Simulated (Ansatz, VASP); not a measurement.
# Cu in VASP and in Ansatz

```
Cu
1.0
    11.57025    0.00000    0.00000
     0.00000    2.23821    0.00000
    -4.59562    0.00000   21.74339
Cu
1
Direct
  0.50000 0.50000 0.50000
```

Alike in both runs: task single point; functional r2SCAN; k mesh 3 × 15 × 2; occupations gaussian, width 0.1 eV; no spin polarisation.

|  | VASP | Ansatz |
| --- | --- | --- |
| version | VASP 6.6.1 | Ansatz 0.2.0 |
| potentials or method | VASP PAW PBE potentials, release 64 (Cu), cutoff 520 eV | plane waves, PAW |
| valence electrons in the cell | 11 | 19 |

VASP gave:

| Item | Value |
| --- | --- |
| pressure (GPa) | 0.0 |
| traceless stress, the component that is largest in VASP (GPa) | 0.07 |

Estimate Ansatz's values.

pressure (GPa): 0.0; traceless stress, the component that is largest in VASP (GPa): 0.06.

VASP's potentials were made for PBE, not for r2SCAN. VASP's potentials hold 11 valence electrons a cell and Ansatz's 19, so a difference there can come from the potentials and not from the codes.
